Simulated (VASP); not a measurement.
# Tm3ZrO (Pm-3m) in VASP: further runs

The runs below take Tm3ZrO through single point, relaxation of cell and atoms, with PBE.

All numbers are computed with VASP 6.6.1; they aren't measurements. Logs are shortened: lines on timing, memory, paths and dates and some standing lists are left out, and cuts for length are marked.

### 1 The cell of the first run

Symmetry: Pm-3m, No. 221, cubic system. Conventional cell: a = 4.743 Å, b = 4.743 Å, c = 4.743 Å, α = 90.00°, β = 90.00°, γ = 90.00°. Within 3.1 Å of Tm (site symmetry 4/mmm) lie 2 O at 2.37 Å. Within 4.4 Å of Zr (site symmetry m-3m) lie 12 Tm at 3.35 Å and 8 O at 4.11 Å. O (site symmetry m-3m) has 6 Tm at 2.37 Å within 3.1 Å.

The cell was built from a structure type or drawn by symmetry, and may not be a known phase.

### 2 Single point, PBE, collinear spin

INCAR

```
PREC = Accurate
ENCUT = 600
EDIFF = 1E-6
ISMEAR = 0
SIGMA = 0.1
LREAL = F
LASPH = T
NELM = 200
ALGO = Normal
ISIF = 2
LWAVE = F
LCHARG = F
ISPIN = 2
MAGMOM = 0 0 0 1 0
LORBIT = 11
LMAXMIX = 6
GGA = PE
NBANDS = 34
GGA_COMPAT = F
```

KPOINTS

```
regular mesh
0
Gamma
  4 4 4
```

POSCAR

```
Tm3ZrO
1.0
    4.7428901834      0.0000000000      0.0000000000
    0.0000000000      4.7428901834      0.0000000000
    0.0000000000      0.0000000000      4.7428901834
Tm Zr O
3 1 1
Direct
    0.5000000000      0.5000000000      0.0000000000
    0.0000000000      0.5000000000      0.5000000000
    0.5000000000      0.0000000000      0.5000000000
    0.0000000000      0.0000000000      0.0000000000
    0.5000000000      0.5000000000      0.5000000000
```

Potentials or basis: VASP PAW PBE potentials, release 64 (Tm_3, Zr_sv, O), 4f in core.

On the command line:

```sh
cat potpaw_PBE.64/Tm_3/POTCAR potpaw_PBE.64/Zr_sv/POTCAR potpaw_PBE.64/O/POTCAR > POTCAR
mpirun -np 1 vasp_std > vasp.out
```

OUTCAR:

```text
PREC = Accurate
   ENCUT = 600
   EDIFF = 1E-6
   ISMEAR = 0
   LREAL = F
   LASPH = T
   NELM = 200
   ISIF = 2
   ISPIN = 2
   LORBIT = 11
   GGA = PE

 ion  position               nearest neighbor table
   1  0.500  0.500  0.000-   5 2.37   5 2.37   4 3.35   2 3.35   2 3.35   3 3.35   3 3.35   3 3.35
                             4 3.35   3 3.35   2 3.35   4 3.35   2 3.35   4 3.35
   2  0.000  0.500  0.500-   5 2.37   5 2.37   4 3.35   1 3.35   1 3.35   4 3.35   3 3.35   4 3.35
                             4 3.35   1 3.35   3 3.35   3 3.35   1 3.35   3 3.35
   3  0.500  0.000  0.500-   5 2.37   5 2.37   4 3.35   1 3.35   1 3.35   4 3.35   1 3.35   2 3.35
                             2 3.35   1 3.35   2 3.35   4 3.35   4 3.35   2 3.35
   4  0.000  0.000  0.000-   1 3.35   2 3.35   3 3.35   2 3.35   3 3.35   1 3.35   2 3.35   2 3.35
                             1 3.35   3 3.35   3 3.35   1 3.35
   5  0.500  0.500  0.500-   1 2.37   2 2.37   3 2.37   1 2.37   3 2.37   2 2.37

  LATTYP: Found a simple cubic cell.
 ALAT       =     4.7428901834

  Lattice vectors:

 A1 = (   4.7428901834,   0.0000000000,   0.0000000000)
 A2 = (   0.0000000000,   4.7428901834,   0.0000000000)
 A3 = (   0.0000000000,   0.0000000000,   4.7428901834)

Analysis of symmetry for initial positions (statically):
=====================================================================
 Subroutine PRICEL returns:
 Original cell was already a primitive cell.

 Routine SETGRP: Setting up the symmetry group for a
 simple cubic supercell.

 Subroutine GETGRP returns: Found 48 space group operations
 (whereof 48 operations were pure point group operations)
 out of a pool of 48 trial point group operations.

The static configuration has the point symmetry O_h .

Analysis of symmetry for dynamics (positions and initial velocities):
=====================================================================
 Subroutine PRICEL returns:
 Original cell was already a primitive cell.

 Routine SETGRP: Setting up the symmetry group for a
 simple cubic supercell.

 Subroutine GETGRP returns: Found 48 space group operations
 (whereof 48 operations were pure point group operations)
 out of a pool of 48 trial point group operations.

The dynamic configuration has the point symmetry O_h .

Analysis of structural, dynamic, and magnetic symmetry:
=====================================================================
 Subroutine PRICEL returns:
 Original cell was already a primitive cell.

 Routine SETGRP: Setting up the symmetry group for a
 simple cubic supercell.

 Subroutine GETGRP returns: Found 48 space group operations
 (whereof 48 operations were pure point group operations)
 out of a pool of 48 trial point group operations.

The overall configuration has the point symmetry O_h .

 Subroutine INISYM returns: Found 48 space group operations
 (whereof 48 operations are pure point group operations),
 and found     1 'primitive' translations

----------------------------------------------------------------------------------------

                                     Primitive cell

  volume of cell :     106.6913

  direct lattice vectors                    reciprocal lattice vectors
     4.742890183  0.000000000  0.000000000     0.210841905  0.000000000  0.000000000
     0.000000000  4.742890183  0.000000000     0.000000000  0.210841905  0.000000000
     0.000000000  0.000000000  4.742890183     0.000000000  0.000000000  0.210841905

  length of vectors
     4.742890183  4.742890183  4.742890183     0.210841905  0.210841905  0.210841905

  position of ions in fractional coordinates (direct lattice)
     0.500000000  0.500000000  0.000000000
     0.000000000  0.500000000  0.500000000
     0.500000000  0.000000000  0.500000000
     0.000000000  0.000000000  0.000000000
     0.500000000  0.500000000  0.500000000

  ion indices of the primitive-cell ions
   primitive index   ion index
                 1           1
                 2           2
                 3           3
                 4           4
                 5           5

----------------------------------------------------------------------------------------

 KPOINTS: regular mesh

Automatic generation of k-mesh.
 Grid dimensions read from file:
 generate k-points for:    4    4    4

 Generating k-lattice:

  Cartesian coordinates                     Fractional coordinates (reciprocal lattice)
     0.052710476  0.000000000  0.000000000     0.250000000  0.000000000  0.000000000
     0.000000000  0.052710476  0.000000000     0.000000000  0.250000000  0.000000000
     0.000000000  0.000000000  0.052710476     0.000000000  0.000000000  0.250000000

  Length of vectors
     0.052710476  0.052710476  0.052710476

  Shift w.r.t. Gamma in fractional coordinates (k-lattice)
     0.000000000  0.000000000  0.000000000

 Subroutine IBZKPT returns following result:
 ===========================================

 Found     10 irreducible k-points:

 Following reciprocal coordinates:
            Coordinates               Weight
  0.000000  0.000000  0.000000      1.000000
  0.250000  0.000000  0.000000      6.000000
  0.500000  0.000000  0.000000      3.000000
  0.250000  0.250000  0.000000     12.000000
  0.500000  0.250000  0.000000     12.000000
  0.500000  0.500000  0.000000      3.000000
  0.250000  0.250000  0.250000      8.000000
  0.500000  0.250000  0.250000     12.000000
  0.500000  0.500000  0.250000      6.000000
  0.500000  0.500000  0.500000      1.000000
   k-points           NKPTS =     10   k-points in BZ     NKDIM =     10   number of bands    NBANDS=     34
   number of dos      NEDOS =    301   number of ions     NIONS =      5
   total plane-waves  NPLWV =  64000
   dimension x,y,z NGX =    40 NGY =   40 NGZ =   40
   dimension x,y,z NGXF=    80 NGYF=   80 NGZF=   80
   ions per type =               3   1   1
   NGX,Y,Z   is equivalent  to a cutoff of  14.02, 14.02, 14.02 a.u.
   NGXF,Y,Z  is equivalent  to a cutoff of  28.04, 28.04, 28.04 a.u.
 SYSTEM =  unknown system
   PREC   = accura    normal or accurate (medium, high low for compatibility)
   ISTART =      0    job   : 0-new  1-cont  2-samecut
   ICHARG =      2    charge: 1-file 2-atom 10-const
   ISPIN  =      2    spin polarized calculation?
   LNONCOLLINEAR =      F non collinear calculations
   LSORBIT =      F    spin-orbit coupling
   LASPH  =      T    aspherical Exc in radial PAW
   ENCUT  =  600.0 eV  44.10 Ry    6.64 a.u.   9.47  9.47  9.47*2*pi/ulx,y,z
   NELM   =    200;   NELMIN=  2; NELMDL= -5     # of ELM steps
   EDIFF  = 0.1E-05   stopping-criterion for ELM
   LREAL  =      F    real-space projection
   EDIFFG = 0.1E-04   stopping-criterion for IOM
   NSW    =      0    number of steps for IOM
   IBRION =     -1    ionic relax: 0-MD 1-quasi-New 2-CG
   NFREE  =      0    steps in history (QN), initial steepest desc. (CG)
   ISIF   =      2    stress and relaxation
   ISYM   =      2    0-nonsym 1-usesym 2-fastsym
   POTIM  = 0.5000    time-step for ionic-motion
   TEBEG  =    0.0;   TEEND  =   0.0 temperature during run
   PSTRESS=    0.0 pullay stress
   NELECT =      45.0000    total number of electrons
   NUPDOWN=      -1.0000    fix difference up-down
   EMIN   =  10.00;   EMAX   =-10.00  energy-range for DOS
   EFERMI =   0.00;   METHOD = LEGACY
   ISMEAR =     0;   SIGMA  =   0.10  broadening in eV -4-tet -1-fermi 0-gaus
   EFERMI_NEDOS =   21; number of points for ismear=-14 and -15
   IALGO  =     38    algorithm
   IMIX   =      4    mixing-type and parameters
     AMIX     =   0.40;   BMIX     =  1.00
     AMIX_MAG =   1.60;   BMIX_MAG =  1.00
  volume/ion in A,a.u.               =      21.34       144.00
  Fermi-wavevector in a.u.,A,eV,Ry     =   1.227729  2.320072 20.508321  1.507319
  Thomas-Fermi vector in A             =   2.362682
   LORBIT       =     11    0 simple, 1 ext, 2 COOP (PROOUT), +10 PAW based schemes
   GGA     = PE    functional components
   LHFCALC =     F    Hartree Fock is set to
   AEXX    =    0.0000 exact exchange contribution
   IVDW    =     0    specifies the selected vdW correction
   LEPSILON=     F    determine dielectric tensor
   LRPA    =     F    only Hartree local field effects (RPA)
 spin polarized calculation
 Gauss-broadening in eV      SIGMA  =   0.10
  energy-cutoff  :      600.00
  volume of cell :      106.69
 maximum number of plane-waves:      3585
 NGX is ok and might be reduce to    40
   NGX = 19   NGY = 19   NGZ = 19

 number of electron      45.0000012 magnetization       0.0005928

 Free energy of the ion-electron system (eV)
  ---------------------------------------------------
  ext. energy  EPLUGINS =         0.00000000
  ---------------------------------------------------
  free energy    TOTEN  =       -32.45104915 eV

  energy without entropy =      -32.41932570  energy(sigma->0) =      -32.43518743

 E-fermi :   4.9905     XC(G=0): -10.7548

 val. band max:        4.9054126379   @ k =   0.5000   0.2500   0.0000
 cond. band min:       4.9947752929   @ k =   0.5000   0.0000   0.0000
 fundamental gap:      0.0893626550
 Fermi energy:         4.9904907821

 spin component 1

 k-point     1 :       0.0000    0.0000    0.0000
  band No.  band energies     occupation
      1     -43.5185      1.00000
      2     -21.6061      1.00000
      3     -21.6061      1.00000
      4     -21.6061      1.00000
      5     -20.3859      1.00000
      6     -20.3859      1.00000
[... 26 lines left out ...]
     33      10.9258      0.00000
     34      10.9268      0.00000

 k-point     2 :       0.2500    0.0000    0.0000
  band No.  band energies     occupation
      1     -43.5184      1.00000
      2     -21.5956      1.00000
      3     -21.5956      1.00000
      4     -21.5924      1.00000
      5     -20.3798      1.00000
      6     -20.3554      1.00000
[... 26 lines left out ...]
     33       9.9314      0.00000
     34      10.6714      0.00000
[... 257 lines left out ...]
     33      10.3853      0.00000
     34      10.4572      0.00000

 k-point    10 :       0.5000    0.5000    0.5000
  band No.  band energies     occupation
      1     -43.5180      1.00000
      2     -21.6325      1.00000
      3     -21.6325      1.00000
      4     -21.6325      1.00000
      5     -21.1151      1.00000
      6     -20.1939      1.00000
[... 26 lines left out ...]
     33      10.4590      0.00000
     34      11.2492      0.00000
 Fermi energy:         4.9904907821

 spin component 2

 k-point     1 :       0.0000    0.0000    0.0000
  band No.  band energies     occupation
      1     -43.5183      1.00000
      2     -21.6059      1.00000
      3     -21.6059      1.00000
      4     -21.6059      1.00000
      5     -20.3859      1.00000
      6     -20.3859      1.00000
[... 26 lines left out ...]
     33      10.9258      0.00000
     34      10.9259      0.00000

 k-point     2 :       0.2500    0.0000    0.0000
  band No.  band energies     occupation
      1     -43.5183      1.00000
      2     -21.5953      1.00000
      3     -21.5953      1.00000
      4     -21.5922      1.00000
      5     -20.3798      1.00000
      6     -20.3553      1.00000
[... 26 lines left out ...]
     33       9.9314      0.00000
     34      10.6718      0.00000
[... 257 lines left out ...]
     33      10.3855      0.00000
     34      10.4571      0.00000

 k-point    10 :       0.5000    0.5000    0.5000
  band No.  band energies     occupation
      1     -43.5178      1.00000
      2     -21.6323      1.00000
      3     -21.6323      1.00000
      4     -21.6323      1.00000
      5     -21.1150      1.00000
      6     -20.1939      1.00000
[... 26 lines left out ...]
     33      10.4591      0.00000
     34      11.2492      0.00000

------------------------ aborting loop because EDIFF is reached ----------------------------------------

  FORCE on cell =-STRESS in cart. coord.  units (eV):
  Direction    XX          YY          ZZ          XY          YZ          ZX
  --------------------------------------------------------------------------------------
  -------------------------------------------------------------------------------------
  Total        0.5844706      0.5844706      0.5844706      0.0000000      0.0000000      0.0000000
  in kB        8.7769592      8.7769592      8.7769592      0.0000000      0.0000000      0.0000000
  external PRESSURE =       8.7769592 kB  Pullay stress =       0.0000000 kB

 VOLUME and BASIS-vectors are now :
 -----------------------------------------------------------------------------
  energy-cutoff  :      600.00
  volume of cell :      106.69
      direct lattice vectors                 reciprocal lattice vectors
     4.742890183  0.000000000  0.000000000     0.210841905  0.000000000  0.000000000
     0.000000000  4.742890183  0.000000000     0.000000000  0.210841905  0.000000000
     0.000000000  0.000000000  4.742890183     0.000000000  0.000000000  0.210841905

 POSITION                                       TOTAL-FORCE (eV/Angst)
 -----------------------------------------------------------------------------------
      2.37145      2.37145      0.00000         0.000000      0.000000      0.000000
      0.00000      2.37145      2.37145         0.000000      0.000000      0.000000
      2.37145      0.00000      2.37145         0.000000      0.000000      0.000000
      0.00000      0.00000      0.00000         0.000000      0.000000      0.000000
      2.37145      2.37145      2.37145         0.000000      0.000000      0.000000
 -----------------------------------------------------------------------------------
    total drift:                               -0.000000      0.000000     -0.000000

  FREE ENERGIE OF THE ION-ELECTRON SYSTEM (eV)
  ---------------------------------------------------
  free  energy   TOTEN  =       -32.4510491465 eV

  energy  without entropy=      -32.4193257045  energy(sigma->0) =      -32.43518743

 total charge

# of ion       s       p       d       tot
------------------------------------------
    1        0.520   6.693   1.289   8.502
    2        0.520   6.693   1.289   8.502
    3        0.520   6.693   1.289   8.502
    4        2.219   5.932   1.670   9.821
    5        1.551   3.477   0.000   5.029
--------------------------------------------------
tot          5.330  29.488   5.538  40.356

 magnetization (x)

# of ion       s       p       d       tot
------------------------------------------
    1       -0.000   0.000   0.000   0.000
    2       -0.000   0.000   0.000   0.000
    3       -0.000   0.000   0.000   0.000
    4        0.000   0.000   0.000   0.000
    5       -0.000  -0.000   0.000  -0.000
--------------------------------------------------
tot          0.000   0.000   0.000   0.000
```

It took 82 s on 1 thread of Intel Xeon 6975P-C (Granite Rapids), shared host; peak memory 0.31 GiB.

What came out:

```yaml
Free_energy: -32.4510 eV
Pressure: 0.9 GPa
Net_moment: 0.00 μB per cell
Valence_electrons_inside_the_program's_atomic_spheres: Tm 8.50; Zr 9.82; O 5.03
```

Caveat: the magnetic or orbital state may not be the lowest; spin-orbit coupling is left out, which moves the levels of the heavy elements; the 4f electrons are frozen in the core, so they carry no moment and show no levels.

(Continued in part 2 of 2.)
